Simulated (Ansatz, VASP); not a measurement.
# Hf: VASP beside Ansatz

The input INCAR:

```
SYSTEM = Hf
  ALGO = Normal
  EDIFF = 1E-6
  ENCUT = 500
  GGA = PS
  GGA_COMPAT = .False.
  ISIF = 2
  ISMEAR = 0
  LASPH = .True.
  LCHARG = .True.
  LELF = .True.
  LREAL = .False.
  LVHAR = .True.
  LWAVE = .False.
  NBANDS = 11
  NELM = 120
  PREC = Accurate
  SIGMA = 0.15
```

KPOINTS

```
k-points
0
Gamma
  20 20 20
  0 0 0
```

The input POSCAR:

```
Hf
1.0
   -0.9323415769      1.8646831538      1.8646831538
    1.8646831538     -0.9323415769      1.8646831538
    1.8646831538      1.8646831538     -0.9323415769
Hf
1
Direct
    0.0000000000      0.0000000000      0.0000000000
```

Input for Ansatz:

```yaml
crystal:
  lattice:
    - [-0.9323415769, 1.8646831538, 1.8646831538]
    - [1.8646831538, -0.9323415769, 1.8646831538]
    - [1.8646831538, 1.8646831538, -0.9323415769]
  atoms:
    - { symbol: Hf, position: [0.0, 0.0, 0.0] }
basis:
  ecutwfc: 420
kpoints:
  mp_grid: { grid: [20, 20, 20] }
hamiltonian:
  xc: pbesol
scf:
  occupations: { method: gaussian, width: 0.15 }
output:
  forces: true
  stress: true
  eigenvalues: true
```

Alike in both runs: task single point; functional PBEsol; k mesh 20 × 20 × 20; occupations gaussian, width 0.15 eV; no spin polarisation.

```csv
,VASP,Ansatz
version,VASP 6.6.1,Ansatz 0.2.0
potentials or method,"VASP PAW PBE potentials, release 64 (Hf_pv), cutoff 500 eV","scalar-relativistic, plane waves, PAW"
valence electrons in the cell,10,26
```

Ansatz gave:

```
gap on the k mesh at the Fermi level (eV) : none
pressure (GPa)                            : 6.5
```

Q: What did VASP give for the same quantities?

A: gap on the k mesh at the Fermi level (eV): none; pressure (GPa): 6.2.

VASP's potentials were made for PBE, not for PBEsol. A gap of «none» marks a metal or a gap that the smearing closes. VASP's potentials hold 10 valence electrons a cell and Ansatz's 26, so a difference there can come from the potentials and not from the codes.

Neither program's run includes spin-orbit coupling.
